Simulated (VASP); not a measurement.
Write the native input for VASP 6.6.1 that does the following.

* Task: single point
* Functional: PBE
* Potentials or basis: VASP PAW PBE potentials, release 64 (Mg, O)
* Cutoff: 520 eV
* k mesh: 11 × 11 × 11
* Occupations: gaussian, width 0.021 eV
* Spin: no spin polarisation
* Dipole correction: no
* Further INCAR settings: ALGO = Normal; EDIFF = 1e-06; NBANDS = 11

The structure of MgO lies in POSCAR:

```
MgO
1.0
    0.0000000000      2.0970013927      2.0970013927
    2.0970013927      0.0000000000      2.0970013927
    2.0970013927      2.0970013927      0.0000000000
Mg O
1 1
Direct
    0.0000000000      0.0000000000      0.0000000000
    0.5000000000      0.5000000000      0.5000000000
```

One way to write it, as run:

INCAR

```
SYSTEM = MgO
PREC = Accurate ; ENCUT = 520
EDIFF = 1E-6 ; ISMEAR = 0
SIGMA = 0.020999999999999998 ; LREAL = .False.
LASPH = .True. ; NELM = 80
ALGO = Normal ; ISIF = 2
LWAVE = .False. ; LCHARG = .True.
GGA = PE ; LELF = .True.
LVHAR = .True. ; NBANDS = 11
```

KPOINTS

```
Automatic mesh
0
Gamma
  11 11 11
  0 0 0
```

Potentials or basis: VASP PAW PBE potentials, release 64 (Mg, O).

Command:

```console
$ cat potpaw_PBE.64/Mg/POTCAR potpaw_PBE.64/O/POTCAR > POTCAR
$ mpirun -np 1 vasp_std > vasp.out
```

Results of the run:

The pressure is 6.2 GPa and the band gap on the k mesh is 4.85 eV, direct.

Run time: 13 s on 1 thread of Intel(R) Xeon(R) Platinum 8259CL CPU @ 2.50GHz (Skylake/Cascade Lake) (shared host), peak memory 0.14 GiB.
